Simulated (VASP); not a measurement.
# AlFe3 (Fm-3m) in VASP: a series of runs

AlFe3 is run at these levels: PBEsol; tasks: single point.

Everything below comes from runs of VASP 6.6.1. Logs are shortened: lines on timing, memory, paths and dates and some standing lists are left out, and cuts for length are marked.

### Step 1. The cell of the first run

It takes space group Fm-3m (No. 225, cubic). The conventional cell has a = 5.656 Å, b = 5.656 Å, c = 5.656 Å, α = 90.00°, β = 90.00°, γ = 90.00°. Within 3.2 Å of Fe (site symmetry -43m) lie 4 Al at 2.45 Å and 10 Fe at 2.45 to 2.83 Å. Fe (site symmetry m-3m) has 8 Fe at 2.45 Å and 6 Al at 2.83 Å within 3.2 Å. Within 3.2 Å of Al (site symmetry m-3m) lie 14 Fe at 2.45 to 2.83 Å.

### Step 2. Single point, PBEsol, collinear spin, ferromagnetic start (11.31 Å³/atom)

INCAR reads:

```
SYSTEM = AlFe3
ALGO = Normal
EDIFF = 1E-6
ENCUT = 520
GGA = PS
ISIF = 2
ISMEAR = -1
ISPIN = 2
LASPH = .True.
LCHARG = .True.
LELF = .True.
LMAXMIX = 4
LORBIT = 11
LREAL = .False.
LVHAR = .True.
LWAVE = .False.
MAGMOM = 3 3 3 0
NBANDS = 26
NELM = 150
PREC = Accurate
SIGMA = 0.05
```

KPOINTS reads:

```
k-points
0
Gamma
  8 8 8
  0 0 0
```

POSCAR reads:

```
AlFe3
1.0
    0.0000000000      2.8282043434      2.8282043434
    2.8282043434      0.0000000000      2.8282043434
    2.8282043434      2.8282043434      0.0000000000
Fe Al
3 1
Direct
    0.7500000000      0.7500000000      0.7500000000
    0.2500000000      0.2500000000      0.2500000000
    0.5000000000      0.5000000000      0.5000000000
    0.0000000000      0.0000000000      0.0000000000
```

Potentials or basis: VASP PAW PBE potentials, release 64 (Fe, Al).

Launch:

```
cat potpaw_PBE.64/Fe/POTCAR potpaw_PBE.64/Al/POTCAR > POTCAR
mpirun -np 1 vasp_std > vasp.out
```

OUTCAR:

```text
SYSTEM = AlFe3
   EDIFF = 1E-6
   ENCUT = 520
   GGA = PS
   ISIF = 2
   ISMEAR = -1
   ISPIN = 2
   LASPH = .True.
   LORBIT = 11
   LREAL = .False.
   NELM = 150
   PREC = Accurate

 ion  position               nearest neighbor table
   1  0.750  0.750  0.750-   3 2.45   4 2.45   3 2.45   3 2.45   3 2.45   4 2.45   4 2.45   4 2.45
                             2 2.83   2 2.83   2 2.83   2 2.83   2 2.83   2 2.83
   2  0.250  0.250  0.250-   3 2.45   4 2.45   4 2.45   4 2.45   4 2.45   3 2.45   3 2.45   3 2.45
                             1 2.83   1 2.83   1 2.83   1 2.83   1 2.83   1 2.83
   3  0.500  0.500  0.500-   1 2.45   2 2.45   2 2.45   2 2.45   2 2.45   1 2.45   1 2.45   1 2.45
                             4 2.83   4 2.83   4 2.83   4 2.83   4 2.83   4 2.83
   4  0.000  0.000  0.000-   1 2.45   2 2.45   1 2.45   1 2.45   1 2.45   2 2.45   2 2.45   2 2.45
                             3 2.83   3 2.83   3 2.83   3 2.83   3 2.83   3 2.83

  LATTYP: Found a face centered cubic cell.
 ALAT       =     5.6564086868

  Lattice vectors:

 A1 = (   0.0000000000,   2.8282043434,   2.8282043434)
 A2 = (   2.8282043434,   0.0000000000,   2.8282043434)
 A3 = (   2.8282043434,   2.8282043434,   0.0000000000)

Analysis of symmetry for initial positions (statically):
=====================================================================
 Subroutine PRICEL returns:
 Original cell was already a primitive cell.

 Routine SETGRP: Setting up the symmetry group for a
 face centered cubic supercell.

 Subroutine GETGRP returns: Found 48 space group operations
 (whereof 48 operations were pure point group operations)
 out of a pool of 48 trial point group operations.

The static configuration has the point symmetry O_h .

Analysis of symmetry for dynamics (positions and initial velocities):
=====================================================================
 Subroutine PRICEL returns:
 Original cell was already a primitive cell.

 Routine SETGRP: Setting up the symmetry group for a
 face centered cubic supercell.

 Subroutine GETGRP returns: Found 48 space group operations
 (whereof 48 operations were pure point group operations)
 out of a pool of 48 trial point group operations.

The dynamic configuration has the point symmetry O_h .

Analysis of structural, dynamic, and magnetic symmetry:
=====================================================================
 Subroutine PRICEL returns:
 Original cell was already a primitive cell.

 Routine SETGRP: Setting up the symmetry group for a
 face centered cubic supercell.

 Subroutine GETGRP returns: Found 48 space group operations
 (whereof 48 operations were pure point group operations)
 out of a pool of 48 trial point group operations.

The overall configuration has the point symmetry O_h .

[... 135 lines left out ...]
  volume of cell :       45.24
 maximum number of plane-waves:      1243
 NGX is ok and might be reduce to    30
   NGX = 15   NGY = 15   NGZ = 15

 number of electron      26.9999997 magnetization       5.7389999

 Free energy of the ion-electron system (eV)
  ---------------------------------------------------
  ext. energy  EPLUGINS =         0.00000000
  ---------------------------------------------------
  free energy    TOTEN  =       -31.65112780 eV

  energy without entropy =      -31.61848814  energy(sigma->0) =      -31.63480797

 E-fermi :   7.1631     XC(G=0): -12.8926

 val. band max:        7.1624854951   @ k =   0.5000   0.2500   0.0000
 cond. band min:       7.1632347148   @ k =  -0.2500   0.3750   0.1250
 fundamental gap:      0.0007492197
 Fermi energy:         7.1631256739

 spin component 1

 k-point     1 :       0.0000    0.0000    0.0000
  band No.  band energies     occupation
      1      -2.6256      1.00000
      2       2.9490      1.00000
      3       2.9490      1.00000
      4       3.4860      1.00000
      5       3.4860      1.00000
      6       3.4860      1.00000
[... 661 lines left out ...]
     24      17.9505      0.00000
     25      18.8347      0.00000

 [... further k-points ...]

 spin component 2

 k-point     1 :       0.0000    0.0000    0.0000
  band No.  band energies     occupation
      1      -2.5394      1.00000
      2       4.4772      1.00000
      3       4.4773      1.00000
      4       4.5073      1.00000
      5       4.5073      1.00000
      6       4.5073      1.00000
[... 661 lines left out ...]
     24      18.4161      0.00000
     25      19.4491      0.00000

 [... further k-points ...]

 [bands above 25 left out]

------------------------ aborting loop because EDIFF is reached ----------------------------------------

  FORCE on cell =-STRESS in cart. coord.  units (eV):
  Direction    XX          YY          ZZ          XY          YZ          ZX
  --------------------------------------------------------------------------------------
  -------------------------------------------------------------------------------------
  Total        0.1660639      0.1660639      0.1660639     -0.0000000     -0.0000000      0.0000000
  in kB        5.8806231      5.8806231      5.8806231     -0.0000000     -0.0000000      0.0000000
  external PRESSURE =       5.8806231 kB  Pullay stress =       0.0000000 kB

 VOLUME and BASIS-vectors are now :
 -----------------------------------------------------------------------------
  energy-cutoff  :      520.00
  volume of cell :       45.24
      direct lattice vectors                 reciprocal lattice vectors
     0.000000000  2.828204343  2.828204343    -0.176790620  0.176790620  0.176790620
     2.828204343  0.000000000  2.828204343     0.176790620 -0.176790620  0.176790620
     2.828204343  2.828204343  0.000000000     0.176790620  0.176790620 -0.176790620

 POSITION                                       TOTAL-FORCE (eV/Angst)
 -----------------------------------------------------------------------------------
      4.24231      4.24231      4.24231        -0.000000     -0.000000     -0.000000
      1.41410      1.41410      1.41410         0.000000      0.000000      0.000000
      2.82820      2.82820      2.82820         0.000000     -0.000000     -0.000000
      0.00000      0.00000      0.00000         0.000000     -0.000000     -0.000000
 -----------------------------------------------------------------------------------
    total drift:                                0.000000     -0.000000      0.000000

  FREE ENERGIE OF THE ION-ELECTRON SYSTEM (eV)
  ---------------------------------------------------
  free  energy   TOTEN  =       -31.6511277997 eV

  energy  without entropy=      -31.6184881398  energy(sigma->0) =      -31.63480797

 total charge

# of ion       s       p       d       tot
------------------------------------------
    1        0.463   0.563   6.377   7.403
    2        0.463   0.563   6.377   7.403
    3        0.497   0.569   6.255   7.321
    4        0.416   0.450   0.000   0.866
--------------------------------------------------
tot          1.840   2.145  19.009  22.993

 magnetization (x)

# of ion       s       p       d       tot
------------------------------------------
    1       -0.010  -0.037   1.824   1.777
    2       -0.010  -0.037   1.824   1.777
    3       -0.010  -0.041   2.349   2.298
    4       -0.008  -0.045   0.000  -0.053
--------------------------------------------------
tot         -0.037  -0.160   5.997   5.800
```

Run time: 38 s. Hardware: 1 thread of Intel Xeon 6975P-C (Granite Rapids), shared host; peak memory 0.21 GiB.

What came out:

| Property | Result |
| --- | --- |
| Free energy | -31.6511 eV |
| Pressure | 0.6 GPa |
| Net moment | 5.74 μB per cell |
| Site moments | Fe +1.78, +2.30 (each value once); Al -0.05 μB |
| Valence electrons inside the program's atomic spheres | Fe 7.40, 7.32 (each value once); Al 0.87 |

Levels at points of the mesh, in eV from the Fermi level:
Spin up:
| k point | band 12 | band 13 | band 14 | band 15 | band 16 | band 17 | band 18 | band 19 | band 20 | band 21 |
| --- | --- | --- | --- | --- | --- | --- | --- | --- | --- | --- |
| (0.00, 0.00, 0.00) | -0.77 | -0.77 | -0.77 | -0.38 | -0.38 | 5.87 | 5.87 | 5.87 | 6.27 | 6.27 |
| (0.50, 0.00, 0.00) | -1.62 | -0.98 | -0.98 | -0.56 | -0.56 | -0.10 | 4.84 | 4.84 | 5.19 | 5.19 |
| (0.50, 0.50, 0.00) | -0.91 | -0.89 | -0.89 | -0.85 | -0.42 | -0.35 | -0.35 | 0.31 | 5.04 | 5.31 |
Spin down:
| k point | band 8 | band 9 | band 10 | band 11 | band 12 | band 13 | band 14 | band 15 |
| --- | --- | --- | --- | --- | --- | --- | --- | --- |
| (0.00, 0.00, 0.00) | -1.29 | -1.29 | 0.91 | 0.91 | 0.91 | 1.60 | 1.60 | 1.62 |
| (0.50, 0.00, 0.00) | -1.20 | -1.20 | -0.29 | -0.20 | -0.20 | 1.34 | 1.34 | 1.54 |
| (0.50, 0.50, 0.00) | -1.20 | -1.17 | -0.04 | -0.04 | 0.19 | 0.86 | 1.14 | 1.55 |

Caveat: the PAW data sets were made with another functional, which shifts forces and pressure a little.

### Step 3. Single point, PBEsol, collinear spin, ferromagnetic start (11.55 Å³/atom)

This run uses another cell than the first one, of 11.55 Å³/atom.

INCAR reads:

```
SYSTEM = AlFe3
PREC = Accurate ; ENCUT = 520
EDIFF = 1E-7 ; ISMEAR = -1
SIGMA = 0.05 ; LREAL = .FALSE.
LASPH = .TRUE. ; NELM = 150
ALGO = Fast ; ISIF = 2
LWAVE = .FALSE. ; LCHARG = .TRUE.
ISPIN = 2 ; MAGMOM = 3 3 3 0
LORBIT = 11 ; LMAXMIX = 4
GGA = PS ; LELF = .TRUE.
LVHAR = .TRUE. ; NBANDS = 26
```

KPOINTS reads:

```
Automatic mesh
0
G
  8 8 8
  0 0 0
```

POSCAR reads:

```
AlFe3
1.0
    0.0000000000      2.8481219317      2.8481219317
    2.8481219317      0.0000000000      2.8481219317
    2.8481219317      2.8481219317      0.0000000000
Fe Al
3 1
Direct
    0.7500000000      0.7500000000      0.7500000000
    0.2500000000      0.2500000000      0.2500000000
    0.5000000000      0.5000000000      0.5000000000
    0.0000000000      0.0000000000      0.0000000000
```

Potentials or basis: VASP PAW PBE potentials, release 64 (Fe, Al).

Launch:

```
cat potpaw_PBE.64/Fe/POTCAR potpaw_PBE.64/Al/POTCAR > POTCAR
mpirun -np 1 vasp_std > vasp.out
```

It took 48 s on 1 thread of Intel Xeon 6975P-C (Granite Rapids), shared host; peak memory 0.21 GiB.

The run converged. Its results:

| Property | Result |
| --- | --- |
| Free energy | -31.6435 eV |
| Pressure | -3.1 GPa |
| Net moment | 5.89 μB per cell |
| Site moments | Fe +1.84, +2.34 (each value once); Al -0.06 μB |
| Valence electrons inside the program's atomic spheres | Fe 7.36, 7.28 (each value once); Al 0.85 |

Levels at points of the mesh, in eV from the Fermi level:
Spin up:
```csv
k point,band 12,band 13,band 14,band 15,band 16,band 17,band 18,band 19,band 20,band 21
"(0.00, 0.00, 0.00)",-0.83,-0.83,-0.83,-0.45,-0.45,5.75,5.75,5.75,6.11,6.11
"(0.50, 0.00, 0.00)",-1.65,-1.02,-1.02,-0.61,-0.61,-0.17,4.72,4.72,5.04,5.04
"(0.50, 0.50, 0.00)",-0.97,-0.91,-0.91,-0.89,-0.49,-0.41,-0.41,0.22,4.88,5.10
```
Spin down:
```
           k point  band 7  band 8  band 9  band 10  band 11  band 12  band 13  band 14  band 15  band 16
(0.00, 0.00, 0.00)   -1.23   -1.23   -1.23     0.92     0.92     0.92     1.58     1.58     1.62     1.62
(0.50, 0.00, 0.00)   -1.46   -1.15   -1.15    -0.26    -0.16    -0.16     1.34     1.34     1.54     1.54
(0.50, 0.50, 0.00)   -1.20   -1.20   -1.11    -0.02    -0.02     0.24     0.87     1.14     1.53     1.56
```

Caveat: the cell stands under tension; the PAW data sets were made with another functional, which shifts forces and pressure a little.
